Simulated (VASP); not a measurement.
Sb, 2 atoms in the cell. The structure is hexagonal, space group P6_3/mmc (No. 194). Conventional cell: a = 3.073 Å, b = 3.073 Å, c = 4.962 Å, α = 90.00°, β = 90.00°, γ = 120.00°. Sb (site symmetry -6m2) has 12 Sb at 3.05 to 3.07 Å within 4.0 Å. 

```yaml
Program: VASP 6.6.1
Task: single point
Functional: PBEsol
Potentials_or_basis: VASP PAW PBE potentials, release 64 (Sb)
Cutoff: 520 eV
k_mesh: 9 × 9 × 5
Occupations: fermi-dirac, width 0.05 eV
Spin: no spin polarisation
Dipole_correction: no
Further_INCAR_settings: ALGO = Normal; EDIFF = 1e-06; NBANDS = 12
```

Potentials or basis: VASP PAW PBE potentials, release 64 (Sb).

Run with:

```sh
$ cat potpaw_PBE.64/Sb/POTCAR > POTCAR
$ mpirun -np 1 vasp_std > vasp.out
```

Hardware: 1 thread of Intel Xeon 6975P-C, on a shared host.

How long does it take, and how much memory?

Wall time 6.2 s on 1 thread of Intel Xeon 6975P-C, on a shared host, peak memory 0.16 GiB. Counts: scf iterations 10, k points 36.
